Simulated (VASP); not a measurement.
A run of VASP 6.6.1:

The input POSCAR:

```
Sn
1.0
    5.3875038159      0.0000000000      0.0000000000
   -2.6937519079      4.6657151675      0.0000000000
    0.0000000000      0.0000000000      3.3282346825
Sn
3
Direct
    0.0000000000      0.0000000000      0.0000000000
    0.3333333333      0.6666666667      0.5000000000
    0.6666666667      0.3333333333      0.5000000000
```

File INCAR.step1:

```
SYSTEM = Sn
PREC = Accurate ; ENCUT = 520
EDIFF = 1E-6 ; ISMEAR = -1
SIGMA = 0.1 ; LREAL = .FALSE.
LASPH = .TRUE. ; NELM = 60
ALGO = Normal ; ISIF = 2
LWAVE = .FALSE. ; LCHARG = .TRUE.
GGA = PE ; NBANDS = 28
```

The input KPOINTS.step1:

```
regular mesh
0
G
  7 7 9
  0 0 0
```

INCAR.step2

```
SYSTEM = Sn
PREC = Accurate ; ENCUT = 520
EDIFF = 1E-6 ; ISMEAR = -5
SIGMA = 0.1 ; LREAL = .FALSE.
LASPH = .TRUE. ; NELM = 60
ALGO = Normal ; ISIF = 2
LWAVE = .FALSE. ; LCHARG = .FALSE.
GGA = PE ; LORBIT = 11
NBANDS = 28 ; NEDOS = 1001
ICHARG = 11
```

KPOINTS.step2

```
regular mesh
0
G
  11 11 14
  0 0 0
```

Potentials or basis: VASP PAW PBE potentials, release 64 (Sn_d).

Launch:

```bash
$ cat potpaw_PBE.64/Sn_d/POTCAR > POTCAR
$ cp INCAR.step1 INCAR
$ cp KPOINTS.step1 KPOINTS
$ mpirun -np 1 vasp_std > vasp.out
$ cp INCAR.step2 INCAR
$ cp KPOINTS.step2 KPOINTS
$ mpirun -np 1 vasp_std > vasp.out
```

Hardware: 1 thread of AMD EPYC 7R13 (shared host).

Q: How long does it take, and how much memory?

A: Wall time 7.7 min on 1 thread of AMD EPYC 7R13, with other jobs on the host, peak memory 0.32 GiB. Counts: k points 128.
